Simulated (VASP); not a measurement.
## Ti: single point with PBE

The system is Ti.

```
CELL_PARAMETERS angstrom
0.00000 2.00796 2.05586
1.91195 0.00000 2.05586
1.91195 2.00796 0.00000
ATOMIC_POSITIONS crystal
Ti 0.00000 0.00000 0.00000
```

This cell differs from its parent crystal: normal strain along x -0.0700, normal strain along y -0.0233.

```
Program                : VASP 6.6.1
Task                   : single point
Functional             : PBE
Potentials or basis    : VASP PAW PBE potentials, release 64 (Ti_sv)
Cutoff                 : 520 eV
k mesh                 : 18 × 18 × 18
Occupations            : gaussian, width 0.15 eV
Spin                   : no spin polarisation
Dipole correction      : no
Further INCAR settings : ALGO = Fast; EDIFF = 1e-06; NBANDS = 12
```

```
Pressure               : 11.7 GPa
Band gap on the k mesh : zero (bands 6 and 7 overlap by 1.38 eV)
```

Stress tensor (GPa, compression positive):
```
13.11  0.00  0.00
 0.00 11.44  0.00
 0.00  0.00 10.69
```

Levels at points of the mesh, in eV from the Fermi level:
```
           k point  band 2  band 3  band 4  band 5  band 6  band 7  band 8  band 9  band 10  band 11
(0.00, 0.00, 0.00)  -32.28  -32.28  -32.27   -6.30    0.68    0.90    1.30    2.45     3.08    15.86
(0.50, 0.00, 0.00)  -33.19  -32.43  -32.35   -2.80    0.49    0.92    1.13    3.88     4.15     9.25
(0.50, 0.50, 0.00)  -33.12  -32.58  -32.51   -2.92   -1.88    2.71    4.01    4.17     4.45    11.13
(0.50, 0.00, 0.50)  -33.13  -32.63  -32.52   -2.92   -1.91    3.16    3.96    4.08     4.55    11.56
(0.00, 0.50, 0.50)  -33.11  -32.67  -32.63   -2.90   -2.08    3.99    4.17    4.25     4.44    11.93
```

It took 5.2 min on 1 thread of Intel Xeon 8259CL, on a shared host, peak memory 0.28 GiB.

Caveat: the cell differs from its parent crystal (normal strain along x -0.0700, normal strain along y -0.0233); the cell stands under pressure.
